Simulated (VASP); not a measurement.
Wanted: the native input for a VASP 6.6.1 run.

* Task: single point
* Functional: revPBE
* Potentials or basis: VASP PAW PBE potentials, release 64 (B)
* Cutoff: 520 eV
* k mesh: 4 × 4 × 4
* Occupations: fermi-dirac, width 0.05 eV
* Spin: no spin polarisation
* Dipole correction: no
* Further INCAR settings: ALGO = Normal; EDIFF = 1e-06; NBANDS = 30

The structure of B lies in POSCAR:

```
B
1.0
    2.4606838289      1.4206764710      4.2018095729
   -2.4606838289      1.4206764710      4.2018095729
    0.0000000000     -2.8413529420      4.2018095729
B
12
Direct
    0.0102027722      0.6540006453      0.0102027722
    0.0102027722      0.0102027722      0.6540006453
    0.6540006453      0.0102027722      0.0102027722
    0.9897972278      0.3459993547      0.9897972278
    0.3459993547      0.9897972278      0.9897972278
    0.9897972278      0.9897972278      0.3459993547
    0.2209036923      0.6308008391      0.2209036923
    0.2209036923      0.2209036923      0.6308008391
    0.6308008391      0.2209036923      0.2209036923
    0.7790963077      0.3691991609      0.7790963077
    0.3691991609      0.7790963077      0.7790963077
    0.7790963077      0.7790963077      0.3691991609
```

The input as run:

INCAR

```
SYSTEM = B
PREC = Accurate ; ENCUT = 520
EDIFF = 1E-6 ; ISMEAR = -1
SIGMA = 0.05 ; LREAL = .FALSE.
LASPH = .TRUE. ; NELM = 100
ALGO = Normal ; ISIF = 2
LWAVE = .FALSE. ; LCHARG = .TRUE.
GGA = RE ; LELF = .TRUE.
LVHAR = .TRUE. ; NBANDS = 30
```

KPOINTS

```
regular mesh
0
G
  4 4 4
  0 0 0
```

Potentials or basis: VASP PAW PBE potentials, release 64 (B).

Run with:

```console
$ cat potpaw_PBE.64/B/POTCAR > POTCAR
$ mpirun -np 1 vasp_std > vasp.out
```

Results of the run:

| Item | Value |
| --- | --- |
| Pressure | 0.0 GPa |
| Largest force | 0.014 eV/Å |
| Band gap on the k mesh | 1.45 eV, indirect (least direct gap 1.89 eV) |

Caveat: the PAW data sets were made with another functional, which shifts forces and pressure a little.

Wall time 82 s on 1 thread of Intel(R) Xeon(R) Platinum 8375C CPU @ 2.90GHz (Ice Lake), on a shared host, peak memory 0.21 GiB.
